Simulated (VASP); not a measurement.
Al: single point with PBEsol+D3(BJ)

The system is Al.

```xyz
1
Lattice="0.0000 2.0543 2.0847 2.0543 0.0000 2.0847 2.0543 2.0543 0.0000" Properties=species:S:1:pos:R:3 pbc="T T T"
Al    0.0000    0.0000    0.0000
```

This cell differs from its parent crystal: strain +0.015 along x and y, +0.030 along z.

* Program: VASP 6.6.1
* Task: single point
* Functional: PBEsol
* Dispersion: D3(BJ)
* Potentials or basis: VASP PAW PBE potentials, release 64 (Al)
* Cutoff: 520 eV
* k mesh: 20 × 20 × 20
* Occupations: gaussian, width 0.15 eV
* Spin: no spin polarisation
* Dipole correction: no
* Further INCAR settings: ALGO = Fast; EDIFF = 1e-07; NBANDS = 8

- Pressure: -8.4 GPa
- Dispersion energy per atom: -0.297 eV

Stress tensor (GPa, compression positive):
```
-8.20  0.00  0.00
 0.00 -8.20  0.00
 0.00  0.00 -8.74
```

Levels at points of the mesh, in eV from the Fermi level:
| k point | band 1 | band 2 | band 3 | band 4 | band 5 | band 6 |
| --- | --- | --- | --- | --- | --- | --- |
| (0.00, 0.00, 0.00) | -10.73 | 12.12 | 12.27 | 12.27 | 13.22 | 13.22 |
| (0.50, 0.00, 0.00) | -4.37 | -4.32 | 10.52 | 10.87 | 10.95 | 11.27 |
| (0.50, 0.50, 0.00) | -2.93 | -1.83 | 5.31 | 5.44 | 5.44 | 8.63 |
| (0.50, 0.00, 0.50) | -2.73 | -1.54 | 5.13 | 5.15 | 5.23 | 8.36 |

Run time: 27 s on 1 thread of Intel(R) Xeon(R) 6975P-C (Granite Rapids), with other jobs on the host, peak memory 0.2 GiB.

Caveat: the cell differs from its parent crystal (strain +0.015 along x and y, +0.030 along z); the PAW data sets were made with another functional, which shifts forces and pressure a little; pairwise dispersion overbinds metals, which lowers pressure and volume.
